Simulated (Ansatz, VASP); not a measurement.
**KBr: VASP beside Ansatz**

```xyz
2
Lattice="0.0000 3.3131 3.3131 3.2925 0.0206 3.2925 3.2925 3.2925 0.0206" Properties=species:S:1:pos:R:3 pbc="T T T"
K     0.0000    0.0000    0.0000
Br    3.2925    3.3131    3.3131
```

Change from the starting cell: strain +0.0125 x Voigt [0, 0, 0, 1, 0, 0], atoms carried along.

Alike in both runs: task single point; functional PBE; k mesh 6 × 6 × 6; occupations gaussian, width 0.05 eV; no spin polarisation.

|  | VASP | Ansatz |
| --- | --- | --- |
| version | VASP 6.6.1 | Ansatz 0.2.0 |
| potentials or method | VASP PAW PBE potentials, release 64 (K_sv, Br), cutoff 520 eV | scalar-relativistic, plane waves, PAW |
| valence electrons in the cell | 16 | 16 |

```tsv
	VASP	Ansatz	Ansatz less VASP
gap on the k mesh at the Fermi level (eV)	4.44	4.44	+0.002
least direct gap on the mesh (eV)	4.44	4.44	+0.002
pressure (GPa)	0.9	0.8	-0.04
traceless stress, the component that is largest in VASP (GPa)	-0.06	-0.06	-0.001
```
